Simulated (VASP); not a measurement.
Wanted: the native input for a VASP 6.6.1 run.

```
Task                   : relaxation of cell and atoms
Functional             : PBE
Potentials or basis    : VASP PAW PBE potentials, release 64 (Hf_pv)
Cutoff                 : 600 eV
k mesh                 : 24 × 24 × 24
Occupations            : gaussian, width 0.1 eV
Spin                   : no spin polarisation
Dipole correction      : no
Further INCAR settings : ALGO = Fast; EDIFF = 1e-06; IBRION = 2; EDIFFG = -0.01; NSW = 100; ISIF = 3
```

The structure of Hf lies in POSCAR:

```
Hf
1.0
   -1.5763045555      1.5763045555      2.2720491807
    1.5763045555     -1.5763045555      2.2720491807
    1.5763045555      1.5763045555     -2.2720491807
Hf
1
Direct
    0.0000000000      0.0000000000      0.0000000000
```

The input as run:

INCAR

```
PREC = Accurate
ENCUT = 600
EDIFF = 1E-6
ISMEAR = 0
SIGMA = 0.1
LREAL = False
LASPH = True
NELM = 80
ALGO = Fast
ISIF = 3
LWAVE = False
LCHARG = False
GGA = PE
IBRION = 2
NSW = 100
EDIFFG = -0.01
```

KPOINTS

```
Automatic mesh
0
Gamma
  24 24 24
```

Potentials or basis: VASP PAW PBE potentials, release 64 (Hf_pv).

The run is started by

```console
$ cat potpaw_PBE.64/Hf_pv/POTCAR > POTCAR
$ mpirun -np 1 vasp_std > vasp.out
```

It gave:

* Relaxed volume: 22.45 Å³/atom
* Relaxed cell: a = 3.166 Å, b = 3.166 Å, c = 3.166 Å, α = 119.98°, β = 119.98°, γ = 90.04°
* Space group after relaxing (to 0.05 Å): Fm-3m (No. 225)
* Energy gained by relaxing: 1.3 meV/atom
* Ionic steps: 6
* Pressure after relaxing: 0.0 GPa
* Band gap on the k mesh: zero (band 5 reaches 6.12 eV, above the bottom of band 6 at 4.11 eV)

Caveat: spin-orbit coupling is left out, which moves the levels of the heavy elements.

Run time: 28 min on 1 thread of Oxide Virtual Turin-like Processor, with other jobs on the host, peak memory 0.39 GiB.
